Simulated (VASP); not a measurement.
A run of VASP 6.6.1 is set up as follows.

POSCAR

```
C
1.0
    1.2280479700     -2.1270618200      0.0000000000
    1.2280479700      2.1270618200      0.0000000000
    0.0000000000      0.0000000000      7.1732677600
C
4
Direct
    0.9166205400      0.0833794600      0.7531376000
    0.4166205400      0.5833794600      0.2468624000
    0.0833794600      0.9166205400      0.2468624000
    0.5833794600      0.4166205400      0.7531376000
```

Contents of INCAR.step1:

```
SYSTEM = C
  ALGO = Normal
  EDIFF = 1E-4
  ENCUT = 520
  GGA = PE
  ISMEAR = -1
  LASPH = .True.
  LCHARG = .False.
  LREAL = .False.
  LWAVE = .True.
  NBANDS = 16
  NELM = 80
  PREC = Accurate
  SIGMA = 0.05
```

INCAR.step2

```
SYSTEM = C
  ALGO = Normal
  EDIFF = 1E-6
  ENCUT = 520
  ISIF = 2
  ISMEAR = -1
  ISTART = 1
  LASPH = .True.
  LCHARG = .True.
  LELF = .True.
  LMIXTAU = .True.
  LREAL = .False.
  LVHAR = .True.
  LWAVE = .False.
  METAGGA = R2SCAN
  NBANDS = 16
  NELM = 80
  PREC = Accurate
  SIGMA = 0.05
```

Contents of KPOINTS:

```
k-points
0
Gamma
  12 12 4
  0 0 0
```

Potentials or basis: VASP PAW PBE potentials, release 64 (C).

Launch:

```bash
$ cat potpaw_PBE.64/C/POTCAR > POTCAR
$ cp INCAR.step1 INCAR
$ mpirun -np 1 vasp_std > vasp.out
$ cp INCAR.step2 INCAR
$ mpirun -np 1 vasp_std > vasp.out
```

(1) What does it give for the largest force?

(2) Predict the band gap on the k mesh.

(3) Predict the pressure.

Answers

(1) 0.022 eV/Å.

(2) 0.03 eV.

(3) 0.5 GPa.

Caveat: the PAW data sets were made with another functional, which shifts forces and pressure a little.
